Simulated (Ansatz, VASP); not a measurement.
**Cs in VASP and in Ansatz**

INCAR

```
SYSTEM = Cs
PREC     = Accurate       ! precision mode
ENCUT    = 520            ! plane-wave cutoff, eV
EDIFF    = 1E-7           ! SCF threshold, eV
ISMEAR   = -1             ! smearing method
SIGMA    = 0.05           ! smearing width, eV
LREAL    = .FALSE.        ! projectors in reciprocal space
LASPH    = .TRUE.         ! aspherical terms in the spheres
NELM     = 80             ! most SCF steps
ALGO     = Normal         ! electronic algorithm
ISIF     = 2              ! what is computed and relaxed
LWAVE    = .FALSE.        ! write WAVECAR
LCHARG   = .FALSE.        ! write CHGCAR
GGA      = PE             ! functional
NBANDS   = 10             ! bands
```

File KPOINTS:

```
regular mesh
0
G
  3 3 3
  0 0 0
```

Contents of POSCAR:

```
Cs
1.0
    5.0212038749      0.0000000000      0.0000000000
    0.0000000000      5.0212038749      0.0000000000
    0.0000000000      0.0000000000      5.0212038749
Cs
1
Direct
    0.0000000000      0.0000000000      0.0000000000
```

Input for Ansatz:

```yaml
crystal:
  lattice:
    - [5.0212038749, 0.0, 0.0]
    - [0.0, 5.0212038749, 0.0]
    - [0.0, 0.0, 5.0212038749]
  atoms:
    - { symbol: Cs, position: [0.0, 0.0, 0.0] }
kpoints:
  mp_grid: { grid: [3, 3, 3] }
scf:
  occupations: { method: fermi_dirac, width: 0.05 }
hamiltonian:
  xc: pbe
  pseudopotentials: { kind: all_electron, lapw: { basis_error: 0.0005 } }
output:
  forces: true
  stress: true
  eigenvalues: true
```

Alike in both runs: task single point; functional PBE; k mesh 3 × 3 × 3; occupations fermi-dirac, width 0.05 eV; no spin polarisation.

```csv
,VASP,Ansatz
version,VASP 6.6.1,Ansatz 0.2.0
potentials or method,"VASP PAW PBE potentials, release 64 (Cs_sv), cutoff 520 eV","all-electron LAPW, scalar-relativistic"
```

```tsv
	VASP	Ansatz	Ansatz less VASP
pressure (GPa)	0.0	0.0	+0.01
```

Ansatz ran all-electron here, and VASP with PAW potentials.

The k mesh is coarse, so the values compare programs but aren't converged. Neither program's run includes spin-orbit coupling.
